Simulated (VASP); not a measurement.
# Li2Ru (P-3m1) in VASP: a series of runs, part 2 of 2

VASP 6.6.1. Earlier steps stand in the parts before.

## (6) Single point, PBE

This run uses another cell than the first one, of 14.52 Å³/atom, 0.996 times its volume.

File INCAR:

```
  PREC = Accurate
  ENCUT = 520
  EDIFF = 1E-6
  ISMEAR = 0
  SIGMA = 0.1
  LREAL = F
  LASPH = T
  NELM = 60
  ALGO = Fast
  ISIF = 2
  LWAVE = F
  LCHARG = F
  GGA = PE
  NBANDS = 17
```

File KPOINTS:

```
Automatic mesh
0
Gamma
  18 18 8
```

File POSCAR:

```
Li2Ru
1.0
    2.6599818619      0.0000000000      0.0000000000
   -1.3299909310      2.3036118660      0.0000000000
    0.0000000000      0.0000000000      7.1105888190
Li Ru
2 1
Direct
    0.6666666667      0.3333333333      0.6900585011
    0.3333333333      0.6666666667      0.3099414989
    0.0000000000      0.0000000000      0.0000000000
```

Potentials or basis: VASP PAW PBE potentials, release 64 (Li_sv, Ru_pv).

Launch:

```bash
> cat potpaw_PBE.64/Li_sv/POTCAR potpaw_PBE.64/Ru_pv/POTCAR > POTCAR
> mpirun -np 1 vasp_std > vasp.out
```

OUTCAR:

```text
PREC = Accurate
   ENCUT = 520
   EDIFF = 1E-6
   ISMEAR = 0
   LREAL = F
   LASPH = T
   NELM = 60
   ISIF = 2
   GGA = PE

 ion  position               nearest neighbor table
   1  0.667  0.333  0.690-   3 2.69   3 2.69   3 2.69
   2  0.333  0.667  0.310-   3 2.69   3 2.69   3 2.69
   3  0.000  0.000  0.000-   1 2.69   2 2.69   1 2.69   2 2.69   1 2.69   2 2.69

  LATTYP: Found a hexagonal cell.
 ALAT       =     2.6599818619
 C/A-ratio  =     2.6731719193

  Lattice vectors:

 A1 = (   2.6599818619,   0.0000000000,   0.0000000000)
 A2 = (  -1.3299909310,   2.3036118660,   0.0000000000)
 A3 = (   0.0000000000,   0.0000000000,   7.1105888190)

Analysis of symmetry for initial positions (statically):
=====================================================================
 Subroutine PRICEL returns:
 Original cell was already a primitive cell.

 Routine SETGRP: Setting up the symmetry group for a
 hexagonal supercell.

 Subroutine GETGRP returns: Found 12 space group operations
 (whereof 12 operations were pure point group operations)
 out of a pool of 24 trial point group operations.

The static configuration has the point symmetry D_3d.

Analysis of symmetry for dynamics (positions and initial velocities):
=====================================================================
 Subroutine PRICEL returns:
 Original cell was already a primitive cell.

 Routine SETGRP: Setting up the symmetry group for a
 hexagonal supercell.

 Subroutine GETGRP returns: Found 12 space group operations
 (whereof 12 operations were pure point group operations)
 out of a pool of 24 trial point group operations.

The dynamic configuration has the point symmetry D_3d.

 Subroutine INISYM returns: Found 12 space group operations
 (whereof 12 operations are pure point group operations),
 and found     1 'primitive' translations

----------------------------------------------------------------------------------------

                                     Primitive cell

  volume of cell :      43.5706

  direct lattice vectors                    reciprocal lattice vectors
     2.659981862  0.000000000  0.000000000     0.375942413  0.217050453  0.000000000
    -1.329990931  2.303611866  0.000000000     0.000000000  0.434100907  0.000000000
     0.000000000  0.000000000  7.110588819     0.000000000  0.000000000  0.140635329

  length of vectors
     2.659981862  2.659981862  7.110588819     0.434100907  0.434100907  0.140635329

  position of ions in fractional coordinates (direct lattice)
     0.666666667  0.333333333  0.690058501
     0.333333333  0.666666667  0.309941499
     0.000000000  0.000000000  0.000000000

  ion indices of the primitive-cell ions
   primitive index   ion index
                 1           1
                 2           2
                 3           3

----------------------------------------------------------------------------------------

 KPOINTS: Automatic mesh

Automatic generation of k-mesh.
 Grid dimensions read from file:
 generate k-points for:   18   18    8

 Generating k-lattice:

  Cartesian coordinates                     Fractional coordinates (reciprocal lattice)
     0.020885690  0.012058359  0.000000000     0.055555556  0.000000000  0.000000000
     0.000000000  0.024116717  0.000000000     0.000000000  0.055555556  0.000000000
     0.000000000  0.000000000  0.017579416     0.000000000  0.000000000  0.125000000

  Length of vectors
     0.024116717  0.024116717  0.017579416

  Shift w.r.t. Gamma in fractional coordinates (k-lattice)
     0.000000000  0.000000000  0.000000000

 Subroutine IBZKPT returns following result:
 ===========================================

 Found    266 irreducible k-points:

 Following reciprocal coordinates:
            Coordinates               Weight
  0.000000  0.000000  0.000000      1.000000
  0.055556  0.000000  0.000000      6.000000
  0.111111  0.000000  0.000000      6.000000
  0.166667 -0.000000  0.000000      6.000000
  0.222222 -0.000000  0.000000      6.000000
  0.277778  0.000000  0.000000      6.000000
[... 16 lines left out ...]
  0.333333  0.111111  0.000000     12.000000
  0.388889  0.111111  0.000000     12.000000
 [... further k-points ...]
   k-points           NKPTS =    266   k-points in BZ     NKDIM =    266   number of bands    NBANDS=     17
   number of dos      NEDOS =    301   number of ions     NIONS =      3
   total plane-waves  NPLWV =  21600
   dimension x,y,z NGX =    20 NGY =   20 NGZ =   54
   dimension x,y,z NGXF=    40 NGYF=   40 NGZF=  108
   ions per type =               2   1
   NGX,Y,Z   is equivalent  to a cutoff of  12.50, 12.50, 12.63 a.u.
   NGXF,Y,Z  is equivalent  to a cutoff of  25.00, 25.00, 25.25 a.u.
 SYSTEM =  unknown system
   PREC   = accura    normal or accurate (medium, high low for compatibility)
   ISTART =      0    job   : 0-new  1-cont  2-samecut
   ICHARG =      2    charge: 1-file 2-atom 10-const
   ISPIN  =      1    spin polarized calculation?
   LNONCOLLINEAR =      F non collinear calculations
   LSORBIT =      F    spin-orbit coupling
   LASPH  =      T    aspherical Exc in radial PAW
   ENCUT  =  520.0 eV  38.22 Ry    6.18 a.u.   4.95  4.95 13.22*2*pi/ulx,y,z
   NELM   =     60;   NELMIN=  2; NELMDL= -5     # of ELM steps
   EDIFF  = 0.1E-05   stopping-criterion for ELM
   LREAL  =      F    real-space projection
   EDIFFG = 0.1E-04   stopping-criterion for IOM
   NSW    =      0    number of steps for IOM
   IBRION =     -1    ionic relax: 0-MD 1-quasi-New 2-CG
   NFREE  =      0    steps in history (QN), initial steepest desc. (CG)
   ISIF   =      2    stress and relaxation
   ISYM   =      2    0-nonsym 1-usesym 2-fastsym
   POTIM  = 0.5000    time-step for ionic-motion
   TEBEG  =    0.0;   TEEND  =   0.0 temperature during run
   PSTRESS=    0.0 pullay stress
   NELECT =      20.0000    total number of electrons
   NUPDOWN=      -1.0000    fix difference up-down
   EMIN   =  10.00;   EMAX   =-10.00  energy-range for DOS
   EFERMI =   0.00;   METHOD = LEGACY
   ISMEAR =     0;   SIGMA  =   0.10  broadening in eV -4-tet -1-fermi 0-gaus
   EFERMI_NEDOS =   21; number of points for ismear=-14 and -15
   IALGO  =     68    algorithm
   IMIX   =      4    mixing-type and parameters
     AMIX     =   0.40;   BMIX     =  1.00
     AMIX_MAG =   1.60;   BMIX_MAG =  1.00
  volume/ion in A,a.u.               =      14.52        98.01
  Fermi-wavevector in a.u.,A,eV,Ry     =   1.262855  2.386451 21.698625  1.594804
  Thomas-Fermi vector in A             =   2.396242
   LORBIT       =      0    0 simple, 1 ext, 2 COOP (PROOUT), +10 PAW based schemes
   GGA     = PE    functional components
   LHFCALC =     F    Hartree Fock is set to
   AEXX    =    0.0000 exact exchange contribution
   IVDW    =     0    specifies the selected vdW correction
   LEPSILON=     F    determine dielectric tensor
   LRPA    =     F    only Hartree local field effects (RPA)
 non-spin polarized calculation
 RMM-DIIS sequential band-by-band and
 Gauss-broadening in eV      SIGMA  =   0.10
  energy-cutoff  :      520.00
  volume of cell :       43.57
 maximum number of plane-waves:      1203
   NGX =  9   NGY =  9   NGZ = 27

 number of electron      20.0000010 magnetization

 Free energy of the ion-electron system (eV)
  ---------------------------------------------------
  ext. energy  EPLUGINS =         0.00000000
  ---------------------------------------------------
  free energy    TOTEN  =       -12.67588826 eV

  energy without entropy =      -12.66620411  energy(sigma->0) =      -12.67104618

 E-fermi :   4.7527     XC(G=0):  -9.8157

 val. band max:        4.7437833841   @ k =  -0.0556   0.3889   0.2500
 cond. band min:       4.7531437360   @ k =   0.3333   0.0000   0.2500
 fundamental gap:      0.0093603519
 Fermi energy:         4.7526916406

 k-point     1 :       0.0000    0.0000    0.0000
  band No.  band energies     occupation
      1     -41.0503      2.00000
      2     -41.0447      2.00000
      3     -37.5774      2.00000
      4     -37.2841      2.00000
      5     -37.2841      2.00000
      6      -1.0922      2.00000
[... 9 lines left out ...]
     16      15.8691      0.00000
     17      21.3449      0.00000
[... 441 lines left out ...]
 k-point    24 :       0.3889    0.1111    0.0000
  band No.  band energies     occupation
      1     -40.9920      2.00000
      2     -40.9889      2.00000
      3     -38.0887      2.00000
      4     -37.5462      2.00000
      5     -37.4525      2.00000
      6       0.4484      2.00000
[... 9 lines left out ...]
     16      13.5564      0.00000
     17      15.6457      0.00000

 [... further k-points ...]
[... 5 lines left out ...]
  --------------------------------------------------------------------------------------
  -------------------------------------------------------------------------------------
  Total       -0.0273332     -0.0273332     -0.0336048      0.0000000      0.0000000      0.0000000
  in kB       -1.0050962     -1.0050962     -1.2357149      0.0000000      0.0000000      0.0000000
  external PRESSURE =      -1.0819691 kB  Pullay stress =       0.0000000 kB

 VOLUME and BASIS-vectors are now :
 -----------------------------------------------------------------------------
  energy-cutoff  :      520.00
  volume of cell :       43.57
      direct lattice vectors                 reciprocal lattice vectors
     2.659981862  0.000000000  0.000000000     0.375942413  0.217050453  0.000000000
    -1.329990931  2.303611866  0.000000000     0.000000000  0.434100907  0.000000000
     0.000000000  0.000000000  7.110588819     0.000000000  0.000000000  0.140635329

 POSITION                                       TOTAL-FORCE (eV/Angst)
 -----------------------------------------------------------------------------------
      1.32999      0.76787      4.90672        -0.000000      0.000000      0.001522
     -0.00000      1.53574      2.20387         0.000000     -0.000000     -0.001522
      0.00000      0.00000      0.00000         0.000000      0.000000      0.000000
 -----------------------------------------------------------------------------------
    total drift:                                0.000000     -0.000000      0.000000

  FREE ENERGIE OF THE ION-ELECTRON SYSTEM (eV)
  ---------------------------------------------------
  free  energy   TOTEN  =       -12.6758882562 eV

  energy  without entropy=      -12.6662041108  energy(sigma->0) =      -12.67104618
```

OSZICAR:

```text
N       E                     dE             d eps       ncg     rms          rms(c)
DAV:   1     0.149036219873E+03    0.14904E+03   -0.10872E+04  9380   0.124E+03
DAV:   2    -0.403288237144E+01   -0.15307E+03   -0.14847E+03  9732   0.334E+02
DAV:   3    -0.135133716177E+02   -0.94805E+01   -0.93467E+01 17206   0.577E+01
DAV:   4    -0.136687121876E+02   -0.15534E+00   -0.15516E+00 10494   0.945E+00
DAV:   5    -0.136722269476E+02   -0.35148E-02   -0.35133E-02 14319   0.102E+00    0.106E+01
RMM:   6    -0.139046051116E+02   -0.23238E+00   -0.45331E+00 10792   0.152E+01    0.636E+00
RMM:   7    -0.127189798200E+02    0.11856E+01   -0.54619E-01  9979   0.573E+00    0.198E+00
RMM:   8    -0.126769773301E+02    0.42002E-01   -0.66478E-02 11703   0.217E+00    0.548E-01
RMM:   9    -0.126750625948E+02    0.19147E-02   -0.16215E-02 12925   0.915E-01    0.225E-01
RMM:  10    -0.126753743044E+02   -0.31171E-03   -0.54251E-03 13796   0.528E-01    0.548E-02
RMM:  11    -0.126756910013E+02   -0.31670E-03   -0.29785E-03 15201   0.288E-01    0.552E-02
RMM:  12    -0.126758061443E+02   -0.11514E-03   -0.91433E-04 15725   0.144E-01    0.397E-02
RMM:  13    -0.126758522201E+02   -0.46076E-04   -0.39641E-04 15214   0.821E-02    0.233E-02
RMM:  14    -0.126758701794E+02   -0.17959E-04   -0.17010E-04 13667   0.584E-02    0.237E-03
RMM:  15    -0.126758807238E+02   -0.10544E-04   -0.81287E-05 13691   0.342E-02    0.351E-03
RMM:  16    -0.126758853471E+02   -0.46233E-05   -0.33552E-05 11527   0.216E-02    0.881E-04
RMM:  17    -0.126758874080E+02   -0.20610E-05   -0.15099E-05 10647   0.145E-02    0.509E-04
RMM:  18    -0.126758882562E+02   -0.84822E-06   -0.62051E-06  9414   0.102E-02
   1 F= -.12675888E+02 E0= -.12671046E+02  d E =-.968415E-02
```

stdout:

```text
POSCAR found type information on POSCAR LiRu
 POSCAR found :  2 types and       3 ions
 scaLAPACK will be used
 LDA part: xc-table for (Slater+PW92), standard interpolation
 POSCAR, INCAR and KPOINTS ok, starting setup
 FFT: planning ... GRIDC
 FFT: planning ... GRID_SOFT
 FFT: planning ... GRID
 WAVECAR not read
 entering main loop
WARNING in EDDRMM: call to ZHEGV failed, returncode =   6  3     12
WARNING in EDDRMM: call to ZHEGV failed, returncode =   6  3      9
WARNING in EDDRMM: call to ZHEGV failed, returncode =   6  3      6
WARNING in EDDRMM: call to ZHEGV failed, returncode =   6  3     12
```

It took 3.4 min on 1 thread of Intel Xeon Platinum 8375C at 2.90GHz (Ice Lake), shared host; peak memory 0.29 GiB.

What came out:

* Free energy: -12.6759 eV
* Band gap on the k mesh: zero (band 10 reaches 5.80 eV, above the bottom of band 11 at 3.18 eV)

Levels at points of the mesh, in eV from the Fermi level:
```csv
k point,band 7,band 8,band 9,band 10,band 11,band 12,band 13,band 14
"(0.00, 0.00, 0.00)",-3.65,-1.80,-1.68,-1.68,-1.48,0.83,0.83,5.87
"(0.50, 0.00, 0.00)",-3.64,-1.36,-0.01,1.05,2.44,2.44,2.86,5.24
"(0.00, 0.00, 0.50)",-3.21,-3.16,-1.68,-1.68,-0.15,0.83,0.83,4.53
"(0.50, 0.00, 0.50)",-3.63,-1.24,-0.01,0.54,2.44,2.57,3.01,6.15
```

Caveat: the cutoff is under 1.25 times the usual one of these potentials, so pressure, stress and relaxed cells hold a basis-set (Pulay) error.

## (7) Relaxation of cell and atoms, PBE

File INCAR:

```
SYSTEM = Li2Ru
PREC     = Accurate       ! precision mode
ENCUT    = 600            ! plane-wave cutoff, eV
EDIFF    = 1E-6           ! SCF threshold, eV
ISMEAR   = 0              ! smearing method
SIGMA    = 0.1            ! smearing width, eV
LREAL    = .False.        ! projectors in reciprocal space
LASPH    = .True.         ! aspherical terms in the spheres
NELM     = 100            ! most SCF steps
ALGO     = Fast           ! electronic algorithm
ISIF     = 3              ! what is computed and relaxed
LWAVE    = .False.        ! write WAVECAR
LCHARG   = .False.        ! write CHGCAR
GGA      = PE             ! functional
IBRION   = 2              ! ionic algorithm
NSW      = 100            ! ionic steps
EDIFFG   = -0.01          ! ionic threshold
```

File KPOINTS:

```
regular mesh
0
Gamma
  18 18 8
  0 0 0
```

File POSCAR:

```
Li2Ru
1.0
    2.6656960640      0.0000000000      0.0000000000
   -1.3328480320      2.3085605102      0.0000000000
    0.0000000000      0.0000000000      7.1056122686
Li Ru
2 1
Direct
    0.6666666667      0.3333333333      0.6899040367
    0.3333333333      0.6666666667      0.3100959633
    0.0000000000      0.0000000000      0.0000000000
```

Launch:

```bash
> cat potpaw_PBE.64/Li_sv/POTCAR potpaw_PBE.64/Ru_pv/POTCAR > POTCAR
> mpirun -np 1 vasp_std > vasp.out
```

Run time: 6.3 min. Hardware: 1 thread of Intel Xeon Platinum 8375C at 2.90GHz (Ice Lake), shared host; peak memory 0.35 GiB.

The run converged. Its results:

```yaml
Free_energy: -12.6764 eV
Relaxed_volume: 14.49 Å³/atom
Relaxed_cell: a = 2.659 Å, b = 2.659 Å, c = 7.100 Å, α = 90.00°, β = 90.00°, γ = 120.00°
Space_group_after_relaxing_to_0.05_Å: P-3m1 (No. 164)
Energy_gained_by_relaxing: 0.2 meV/atom
Ionic_steps: 3
Pressure_after_relaxing: 0.0 GPa
Largest_force_after_relaxing: 0.003 eV/Å
Band_gap_on_the_k_mesh: zero (band 10 reaches 5.82 eV, above the bottom of band 11 at 3.20 eV)
```

Forces in eV/Å, atoms in the order of the input:
```
Li   0.000  0.000 -0.003
Li   0.000  0.000  0.003
Ru   0.000  0.000  0.000
```

Step by step:
```csv
step,energy change (eV),largest force (eV/Å),pressure (GPa),volume (Å³)
1,0.0000,0.0114,-0.60,43.73
2,-0.0005,0.0077,0.21,43.38
3,-0.0006,0.0031,0.00,43.47
```

Final structure:
```yaml
crystal:
  lattice:
    - [2.65877, 0.00000, 0.00000]
    - [-1.32938, 2.30256, 0.00000]
    - [0.00000, 0.00000, 7.10034]
  atoms:
    - { symbol: Li, position: [0.66667, 0.33333, 0.68996] }
    - { symbol: Li, position: [0.33333, 0.66667, 0.31004] }
    - { symbol: Ru, position: [0.00000, 0.00000, 0.00000] }
```

Levels at points of the mesh, in eV from the Fermi level:
```csv
k point,band 6,band 7,band 8,band 9,band 10,band 11,band 12,band 13,band 14
"(0.00, 0.00, 0.00)",-5.85,-3.65,-1.80,-1.68,-1.68,-1.48,0.84,0.84,5.90
"(0.50, 0.00, 0.00)",-4.77,-3.65,-1.37,-0.01,1.05,2.44,2.45,2.87,5.25
"(0.00, 0.00, 0.50)",-5.83,-3.21,-3.17,-1.68,-1.68,-0.14,0.84,0.84,4.56
"(0.50, 0.00, 0.50)",-4.78,-3.64,-1.25,-0.01,0.54,2.45,2.57,3.02,6.16
```

Caveat: the cutoff is under 1.25 times the usual one of these potentials, so pressure, stress and relaxed cells hold a basis-set (Pulay) error.

## (8) Summary

| task | spin | cell | k mesh | cutoff (eV) | gap on the mesh (eV) | pressure (GPa) | relaxed volume (Å³/atom) | largest force (eV/Å) |
| --- | --- | --- | --- | --- | --- | --- | --- | --- |
| single point | off | a = 2.666, b = 2.666, c = 7.106 Å, angles 90.0, 90.0, 120.0°, 3 atoms | 6 × 6 × 4 | 520 | none | - | - | 0.02 |
| single point | off | a = 3.037, b = 3.037, c = 6.973 Å, angles 90.0, 90.0, 120.0°, 3 atoms | 6 × 6 × 4 | 520 | none | - | - | 0.69 |
| single point | collinear, ferromagnetic start | a = 2.666, b = 2.666, c = 7.106 Å, angles 90.0, 90.0, 120.0°, 3 atoms | 6 × 6 × 4 | 520 | none | - | - | 0.03 |
| relaxation of cell and atoms | off | relaxed from a = 3.037, b = 3.037, c = 6.973 Å, angles 90.0, 90.0, 120.0°, 3 atoms | 6 × 6 × 4 | 600 | none | 0.1 | 14.47 | - |
| single point | off | a = 2.660, b = 2.660, c = 7.111 Å, angles 90.0, 90.0, 120.0°, 3 atoms | 18 × 18 × 8 | 520 | none | - | - | - |
| relaxation of cell and atoms | off | relaxed from a = 2.666, b = 2.666, c = 7.106 Å, angles 90.0, 90.0, 120.0°, 3 atoms | 18 × 18 × 8 | 600 | none | 0.0 | 14.49 | - |

Alike in all rows: level PBE; potentials or basis VASP PAW PBE potentials, release 64 (Li_sv, Ru_pv); smearing gaussian 0.1 eV.

Caveats: some runs use coarse meshes; the cutoff is under 1.25 times the usual one of these potentials, so pressure, stress and relaxed cells hold a basis-set (Pulay) error; the volume moved by over 15 % at a fixed basis, so the end points are rough (some runs).

Total energies depend on the potentials used, so only differences within one code and one set of settings carry meaning.
